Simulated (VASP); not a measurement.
Wanted: the native input for a VASP 6.6.1 run.

| Quantity | Value |
| --- | --- |
| Task | single point |
| Functional | LDA |
| Potentials or basis | VASP PAW LDA potentials, release 64 (Au) |
| Cutoff | 520 eV |
| k mesh | 22 × 22 × 22 |
| Occupations | gaussian, width 0.15 eV |
| Spin | no spin polarisation |
| Dipole correction | no |
| Further INCAR settings | ALGO = Fast; EDIFF = 1e-06; NBANDS = 12 |

The structure of Au lies in POSCAR:

```
Au
1.0
   -1.2759445813      1.6799115917      1.6799115917
    1.6799115917     -1.2759445813      1.6799115917
    1.6799115917      1.6799115917     -1.2759445813
Au
1
Direct
    0.0000000000      0.0000000000      0.0000000000
```

This cell differs from its parent crystal: ratio of the length along [111] to the lengths across it x 1.41, volume and fractional coordinates fixed.

One way to write it, as run:

INCAR

```
ALGO = Fast
EDIFF = 1E-6
ENCUT = 520
ISIF = 2
ISMEAR = 0
LASPH = T
LCHARG = F
LREAL = F
LWAVE = F
NBANDS = 12
NELM = 100
PREC = Accurate
SIGMA = 0.15
```

KPOINTS

```
k-points
0
Gamma
  22 22 22
```

Potentials or basis: VASP PAW LDA potentials, release 64 (Au).

Command:

```console
$ cat potpaw_LDA.64/Au/POTCAR > POTCAR
$ mpirun -np 1 vasp_std > vasp.out
```

It gave:

The pressure is -1.7 GPa.

Wall time 70 s on 1 thread of Intel(R) Xeon(R) 6975P-C (Granite Rapids), on a shared host, peak memory 0.3 GiB.
